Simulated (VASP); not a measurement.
# AlN (Cmc2_1) in VASP: further runs

AlN is run at these levels: LDA; tasks: single point.

Everything below comes from runs of VASP 6.6.1. Logs are shortened: lines on timing, memory, paths and dates and some standing lists are left out, and cuts for length are marked.

## 1. The cell of the first run

It takes space group Cmc2_1 (No. 36, orthorhombic). Conventional cell: a = 3.012 Å, b = 5.216 Å, c = 4.820 Å, α = 90.00°, β = 90.00°, γ = 90.00°. Al (site symmetry m) has 4 N at 1.83 to 1.85 Å within 2.4 Å. N (site symmetry m) has 4 Al at 1.83 to 1.85 Å within 2.4 Å.

## 2. Single point, LDA

File INCAR:

```
PREC = Accurate ; ENCUT = 520
EDIFF = 1E-6 ; ISMEAR = 0
SIGMA = 0.05 ; LREAL = F
LASPH = T ; NELM = 80
ALGO = Normal ; ISIF = 2
LWAVE = F ; LCHARG = F
GGA = CA ; NBANDS = 16
```

File KPOINTS:

```
Automatic mesh
0
Gamma
  9 9 6
```

File POSCAR:

```
AlN
1.0
    3.0115238416      0.0000000000      0.0000000000
   -1.5057619208      2.6080561509      0.0000000000
    0.0000000000      0.0000000000      4.8201746025
Al N
2 2
Direct
    0.3204731808      0.6409463615      0.0015212672
    0.6795268192      0.3590536385      0.5015212672
    0.3448088621      0.6896177243      0.3834787328
    0.6551911379      0.3103822757      0.8834787328
```

Potentials or basis: VASP PAW LDA potentials, release 64 (Al, N).

Started as:

```bash
> cat potpaw_LDA.64/Al/POTCAR potpaw_LDA.64/N/POTCAR > POTCAR
> mpirun -np 1 vasp_std > vasp.out
```

OUTCAR:

```text
PREC = Accurate
   ENCUT = 520
   EDIFF = 1E-6
   ISMEAR = 0
   LREAL = F
   LASPH = T
   NELM = 80
   ISIF = 2
   GGA = CA

 ion  position               nearest neighbor table
   1  0.320  0.641  0.002-   4 1.83   4 1.83   4 1.84   3 1.85   2 2.94   2 2.94   2 2.94   2 2.94
                             2 3.05   2 3.05
   2  0.680  0.359  0.502-   3 1.83   3 1.83   3 1.84   4 1.85   1 2.94   1 2.94   1 2.94   1 2.94
                             1 3.05   1 3.05
   3  0.345  0.690  0.383-   2 1.83   2 1.83   2 1.84   1 1.85
   4  0.655  0.310  0.883-   1 1.83   1 1.83   1 1.84   2 1.85

  LATTYP: Found a hexagonal cell.
 ALAT       =     3.0115238416
 C/A-ratio  =     1.6005766037

  Lattice vectors:

 A1 = (   3.0115238416,   0.0000000000,   0.0000000000)
 A2 = (  -1.5057619208,   2.6080561509,   0.0000000000)
 A3 = (   0.0000000000,   0.0000000000,   4.8201746025)

Analysis of symmetry for initial positions (statically):
=====================================================================
 Subroutine PRICEL returns:
 Original cell was already a primitive cell.

 Routine SETGRP: Setting up the symmetry group for a
 hexagonal supercell.

 Subroutine GETGRP returns: Found  4 space group operations
 (whereof  2 operations were pure point group operations)
 out of a pool of 24 trial point group operations.

The static configuration has the point symmetry C_1h.
 The point group associated with its full space group is C_2v.

Analysis of symmetry for dynamics (positions and initial velocities):
=====================================================================
 Subroutine PRICEL returns:
 Original cell was already a primitive cell.

 Routine SETGRP: Setting up the symmetry group for a
 hexagonal supercell.

 Subroutine GETGRP returns: Found  4 space group operations
 (whereof  2 operations were pure point group operations)
 out of a pool of 24 trial point group operations.

The dynamic configuration has the point symmetry C_1h.
 The point group associated with its full space group is C_2v.

 Subroutine INISYM returns: Found  4 space group operations
 (whereof  2 operations are pure point group operations),
 and found     1 'primitive' translations

[... 91 lines left out ...]
   ICHARG =      2    charge: 1-file 2-atom 10-const
   ISPIN  =      1    spin polarized calculation?
   LNONCOLLINEAR =      F non collinear calculations
   LSORBIT =      F    spin-orbit coupling
   LASPH  =      T    aspherical Exc in radial PAW
   ENCUT  =  520.0 eV  38.22 Ry    6.18 a.u.   5.60  5.60  8.96*2*pi/ulx,y,z
   NELM   =     80;   NELMIN=  2; NELMDL= -5     # of ELM steps
   EDIFF  = 0.1E-05   stopping-criterion for ELM
   LREAL  =      F    real-space projection
   EDIFFG = 0.1E-04   stopping-criterion for IOM
   NSW    =      0    number of steps for IOM
   IBRION =     -1    ionic relax: 0-MD 1-quasi-New 2-CG
   NFREE  =      0    steps in history (QN), initial steepest desc. (CG)
   ISIF   =      2    stress and relaxation
   ISYM   =      2    0-nonsym 1-usesym 2-fastsym
   POTIM  = 0.5000    time-step for ionic-motion
   TEBEG  =    0.0;   TEEND  =   0.0 temperature during run
   PSTRESS=    0.0 pullay stress
   NELECT =      16.0000    total number of electrons
   NUPDOWN=      -1.0000    fix difference up-down
   EMIN   =  10.00;   EMAX   =-10.00  energy-range for DOS
   EFERMI =   0.00;   METHOD = LEGACY
   ISMEAR =     0;   SIGMA  =   0.05  broadening in eV -4-tet -1-fermi 0-gaus
   EFERMI_NEDOS =   21; number of points for ismear=-14 and -15
   IALGO  =     38    algorithm
   IMIX   =      4    mixing-type and parameters
     AMIX     =   0.40;   BMIX     =  1.00
     AMIX_MAG =   1.60;   BMIX_MAG =  1.00
  volume/ion in A,a.u.               =       9.46        63.87
  Fermi-wavevector in a.u.,A,eV,Ry     =   1.228550  2.321623 20.535749  1.509335
  Thomas-Fermi vector in A             =   2.363471
   LORBIT       =      0    0 simple, 1 ext, 2 COOP (PROOUT), +10 PAW based schemes
   GGA     = CA    functional components
   LHFCALC =     F    Hartree Fock is set to
   AEXX    =    0.0000 exact exchange contribution
   IVDW    =     0    specifies the selected vdW correction
   LEPSILON=     F    determine dielectric tensor
   LRPA    =     F    only Hartree local field effects (RPA)
 non-spin polarized calculation
 Gauss-broadening in eV      SIGMA  =   0.05
  energy-cutoff  :      520.00
  volume of cell :       37.86
 maximum number of plane-waves:      1038
   NGX = 11   NGY = 11   NGZ = 17

 number of electron      15.9999999 magnetization

 Free energy of the ion-electron system (eV)
  ---------------------------------------------------
  ext. energy  EPLUGINS =         0.00000000
  ---------------------------------------------------
  free energy    TOTEN  =       -32.62799959 eV

  energy without entropy =      -32.62799959  energy(sigma->0) =      -32.62799959

 E-fermi :   7.1357     XC(G=0): -11.6820

 val. band max:        6.9202317342   @ k =   0.0000   0.0000   0.0000
 cond. band min:      11.7955063265   @ k =   0.3333   0.3333   0.0000
 fundamental gap:      4.8752745922
 Fermi energy:         7.1356504292

 k-point     1 :       0.0000    0.0000    0.0000
  band No.  band energies     occupation
      1      -8.7656      2.00000
      2      -6.2157      2.00000
      3       0.3770      2.00000
      4       5.9238      2.00000
      5       6.0128      2.00000
      6       6.5281      2.00000
[... 433 lines left out ...]
      3       1.4351      2.00000
      4       2.6860      2.00000
      5       3.4283      2.00000
      6       3.5480      2.00000
[... 8 lines left out ...]
     15      20.3652      0.00000
     16      22.5897      0.00000

 [... further k-points ...]
[... 5 lines left out ...]
  --------------------------------------------------------------------------------------
  -------------------------------------------------------------------------------------
  Total        4.7239367      4.6009407      4.3464897      0.0000000      0.0000000      0.0000000
  in kB      199.9164982    194.7113230    183.9429835      0.0000000      0.0000000      0.0000000
  external PRESSURE =     192.8569349 kB  Pullay stress =       0.0000000 kB

 VOLUME and BASIS-vectors are now :
 -----------------------------------------------------------------------------
  energy-cutoff  :      520.00
  volume of cell :       37.86
      direct lattice vectors                 reciprocal lattice vectors
     3.011523842  0.000000000  0.000000000     0.332057806  0.191713664  0.000000000
    -1.505761921  2.608056151  0.000000000     0.000000000  0.383427328  0.000000000
     0.000000000  0.000000000  4.820174602     0.000000000  0.000000000  0.207461364

 POSITION                                       TOTAL-FORCE (eV/Angst)
 -----------------------------------------------------------------------------------
      0.00000      1.67162      0.00733         0.000000      0.373820      0.013296
      1.50576      0.93643      2.41742        -0.000000     -0.373820      0.013296
     -0.00000      1.79856      1.84843         0.000000     -0.149100     -0.013296
      1.50576      0.80949      4.25852         0.000000      0.149100     -0.013296
 -----------------------------------------------------------------------------------
    total drift:                               -0.000000      0.000000      0.001092

  FREE ENERGIE OF THE ION-ELECTRON SYSTEM (eV)
  ---------------------------------------------------
  free  energy   TOTEN  =       -32.6279995916 eV

  energy  without entropy=      -32.6279995916  energy(sigma->0) =      -32.62799959
```

Run time: 66 s. Hardware: 1 thread of AMD EPYC 7R43 (Zen 3), shared host; peak memory 0.13 GiB.

What came out:

```yaml
Free_energy: -32.6280 eV
Pressure: 19.3 GPa
Largest_force: 0.374 eV/Å
Band_gap_on_the_k_mesh: 4.88 eV, indirect (least direct gap 5.06 eV)
```

Forces on the atoms (eV/Å):
```
Al   0.000  0.374  0.013
Al   0.000 -0.374  0.013
N    0.000 -0.149 -0.013
N    0.000  0.149 -0.013
```

Stress tensor (GPa, compression positive):
```
19.99  0.00  0.00
 0.00 19.47  0.00
 0.00  0.00 18.39
```

A k mesh can miss the band edges. A hybrid or GW would open this gap; LDA tends to underestimate it.

(Part 1 of 2 ends here.)
